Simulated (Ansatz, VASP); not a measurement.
Si2W: VASP beside Ansatz

Contents of INCAR:

```
SYSTEM = Si2W
PREC     = Accurate       ! precision mode
ENCUT    = 520            ! plane-wave cutoff, eV
EDIFF    = 1E-7           ! SCF threshold, eV
ISMEAR   = 0              ! smearing method
SIGMA    = 0.03           ! smearing width, eV
LREAL    = .False.        ! projectors in reciprocal space
LASPH    = .True.         ! aspherical terms in the spheres
NELM     = 60             ! most SCF steps
ALGO     = Normal         ! electronic algorithm
ISIF     = 2              ! what is computed and relaxed
LWAVE    = .False.        ! write WAVECAR
LCHARG   = .False.        ! write CHGCAR
GGA      = PE             ! functional
NBANDS   = 43             ! bands
```

File KPOINTS:

```
Automatic mesh
0
Gamma
  9 9 6
  0 0 0
```

POSCAR

```
Si2W
1.0
    4.6646658316      0.0000000000      0.0000000000
   -2.3323329158      4.0397191103      0.0000000000
    0.0000000000      0.0000000000      6.5044100356
Si W
6 3
Direct
    0.8050634200      0.6101268399      0.5000000000
    0.1949365800      0.8050634200      0.8333333333
    0.6101268399      0.8050634200      0.1666666667
    0.1949365800      0.3898731601      0.5000000000
    0.8050634200      0.1949365800      0.8333333333
    0.3898731601      0.1949365800      0.1666666667
    0.0000000000      0.5000000000      0.1666666667
    0.5000000000      0.5000000000      0.8333333333
    0.5000000000      0.0000000000      0.5000000000
```

Input for Ansatz:

```yaml
crystal:
  lattice:
    - [4.6646658316, 0.0, 0.0]
    - [-2.3323329158, 4.0397191103, 0.0]
    - [0.0, 0.0, 6.5044100356]
  atoms:
    - { symbol: Si, position: [0.80506342, 0.6101268399, 0.5] }
    - { symbol: Si, position: [0.19493658, 0.80506342, 0.8333333333] }
    - { symbol: Si, position: [0.6101268399, 0.80506342, 0.1666666667] }
    - { symbol: Si, position: [0.19493658, 0.3898731601, 0.5] }
    - { symbol: Si, position: [0.80506342, 0.19493658, 0.8333333333] }
    - { symbol: Si, position: [0.3898731601, 0.19493658, 0.1666666667] }
    - { symbol: W, position: [0.0, 0.5, 0.1666666667] }
    - { symbol: W, position: [0.5, 0.5, 0.8333333333] }
    - { symbol: W, position: [0.5, 0.0, 0.5] }
basis:
  ecutwfc: 420
kpoints:
  mp_grid: { grid: [9, 9, 6] }
hamiltonian:
  xc: pbe
  pseudopotentials: { kind: paw, azcp: { folder: soft_1 } }
scf:
  occupations: { method: gaussian, width: 0.03 }
output:
  forces: true
  stress: true
  eigenvalues: true
```

Alike in both runs: task single point; functional PBE; k mesh 9 × 9 × 6; occupations gaussian, width 0.03 eV; no spin polarisation.

|  | VASP | Ansatz |
| --- | --- | --- |
| version | VASP 6.6.1 | Ansatz 0.2.0 |
| potentials or method | VASP PAW PBE potentials, release 64 (Si, W_sv), cutoff 520 eV | scalar-relativistic, plane waves, PAW |
| valence electrons in the cell | 66 | 66 |

Ansatz gave:

- gap on the k mesh at the Fermi level (eV): 0.36
- least direct gap on the mesh (eV): 0.54
- pressure (GPa): 10.4
- traceless stress, the component that is largest in VASP (GPa): 3.51
- rms of the force components (eV/Å): 1.574

Task: Which values does VASP return?

Result: gap on the k mesh at the Fermi level (eV): 0.35; least direct gap on the mesh (eV): 0.54; pressure (GPa): 10.4; traceless stress, the component that is largest in VASP (GPa): 3.55; rms of the force components (eV/Å): 1.575.

Atom by atom the forces differ by 0.001 eV/Å (rms over components).

Neither program's run includes spin-orbit coupling.
